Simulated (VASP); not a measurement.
A run of VASP 6.6.1 is set up as follows.

The input INCAR:

```
SYSTEM = Si
PREC     = Accurate       ! precision mode
ENCUT    = 520            ! plane-wave cutoff, eV
EDIFF    = 1E-6           ! SCF threshold, eV
ISMEAR   = 0              ! smearing method
SIGMA    = 0.05           ! smearing width, eV
LREAL    = .FALSE.        ! projectors in reciprocal space
LASPH    = .TRUE.         ! aspherical terms in the spheres
NELM     = 60             ! most SCF steps
ALGO     = Normal         ! electronic algorithm
ISIF     = 2              ! what is computed and relaxed
LWAVE    = .FALSE.        ! write WAVECAR
LCHARG   = .FALSE.        ! write CHGCAR
GGA      = PE             ! functional
NBANDS   = 26             ! bands
```

KPOINTS

```
Automatic mesh
0
G
  10 10 4
  0 0 0
```

File POSCAR:

```
Si
1.0
    0.0000000000      0.0000000000      3.8608359371
    3.3455832253     -3.3455832253     -1.9304179686
    6.6911664507      6.6911664507      0.0000000000
Si
8
Direct
   -0.0215616215      0.0000000000      0.1786105076
    0.4945208454      0.0000000000      0.6786105076
    0.4945208454      0.0000000000      0.3213894924
   -0.0215616215      0.0000000000      0.8213894924
    0.7466388413      0.6427789847      0.0000000000
    0.4231809195      0.6427789847      0.5000000000
    0.1038598566      0.3572210153      0.0000000000
    0.7804019348      0.3572210153      0.5000000000
```

Potentials or basis: VASP PAW PBE potentials, release 64 (Si).

Command:

```console
$ cat potpaw_PBE.64/Si/POTCAR > POTCAR
$ mpirun -np 1 vasp_std > vasp.out
```

Q: Estimate the band gap on the k mesh.

A: Zero (bands 16 and 17 overlap by 0.20 eV).

Q: What does it give for the pressure?

A: -0.7 GPa.

Q: Predict the largest force.

A: 0.779 eV/Å.

Stress tensor (GPa, compression positive):
```
-0.77  0.22  0.00
 0.22 -0.77  0.00
 0.00  0.00 -0.69
```

Caveat: the cell differs from its parent crystal (atoms displaced along several vibrational modes); semilocal functionals underestimate gaps, and a narrow one can read as zero.
